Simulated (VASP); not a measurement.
# C: single point with LDA

Crystal: C.

```
C
1.0
     0.00000    2.12700    3.34800
     1.22800    0.00000    3.34800
     1.22800    2.12700    0.00000
C
2
Direct
  0.16667 0.83333 0.16667
  0.83333 0.16667 0.83333
```

- Program: VASP 6.6.1
- Task: single point
- Functional: LDA
- Potentials or basis: VASP PAW LDA potentials, release 64 (C)
- Cutoff: 520 eV
- k mesh: 16 × 16 × 16
- Occupations: methfessel-paxton, width 0.2 eV
- Spin: no spin polarisation
- Dipole correction: no
- Further INCAR settings: ALGO = Normal; EDIFF = 1e-06; NBANDS = 11

The pressure is -3.0 GPa. The largest force is 0.011 eV/Å.

Forces in eV/Å, atoms in the order of the input:
```
C    0.000 -0.011  0.000
C    0.000  0.011  0.000
```

Stress tensor (GPa, compression positive):
```
-4.20  0.00  0.00
 0.00 -4.99  0.00
 0.00  0.00  0.15
```

It took 2.3 min on 1 thread of Intel(R) Xeon(R) Platinum 8259CL CPU @ 2.50GHz (Skylake/Cascade Lake) (shared host), peak memory 0.2 GiB.

Caveat: the cell stands under tension.
